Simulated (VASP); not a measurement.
A run of VASP 6.6.1 is set up as follows.

INCAR

```
SYSTEM = Bi2Te3
ALGO = Normal ; EDIFF = 1E-7
ENCUT = 520 ; GGA = PE
ISIF = 2 ; ISMEAR = 0
LASPH = .TRUE. ; LCHARG = .FALSE.
LREAL = .FALSE. ; LWAVE = .FALSE.
NBANDS = 32 ; NELM = 100
PREC = Accurate ; SIGMA = 0.01
```

Contents of KPOINTS:

```
k-points
0
G
  6 6 6
  0 0 0
```

POSCAR

```
Bi2Te3
1.0
    2.1930000000      1.2661291400     10.1656666700
   -2.1930000000      1.2661291400     10.1656666700
    0.0000000000     -2.5322582800     10.1656666700
Bi Te
2 3
Direct
    0.3999999999      0.3999999999      0.3999999999
    0.5999999998      0.5999999998      0.5999999998
    0.0000000000      0.0000000000      0.0000000000
    0.2094999999      0.2094999999      0.2094999999
    0.7904999997      0.7904999997      0.7904999997
```

Potentials or basis: VASP PAW PBE potentials, release 64 (Bi_d, Te).

Run with:

```console
$ cat potpaw_PBE.64/Bi_d/POTCAR potpaw_PBE.64/Te/POTCAR > POTCAR
$ mpirun -np 1 vasp_std > vasp.out
```

(1) What does it give for the band gap on the k mesh?

(2) What does it give for the pressure?

(3) Predict the largest force.

Results:

(1) 0.28 eV, direct.

(2) 1.9 GPa.

(3) 0.025 eV/Å.

Caveat: spin-orbit coupling is left out, which moves the levels of the heavy elements.

**What was measured.**

From “Vacancy and Antisite-Induced Ferromagnetism in Liquid-Phase Exfoliated Bi2Te3”, 2024, arxiv:2412.10539, for a bulk crystal of Bi2Te3: band gap 0.17 eV.

A measured gap of Bi2Te3 is 0.17 eV (quoted in “Vacancy and Antisite-Induced Ferromagnetism in Liquid-Phase Exfoliated Bi2Te3”, 2024, arxiv:2412.10539); the calculated 0.28 eV misses it by +0.11 eV. Spin-orbit coupling on Bi, Te is left out. The value is that of PBE on a finite k mesh, which can miss the band edges, without temperature or zero-point motion.
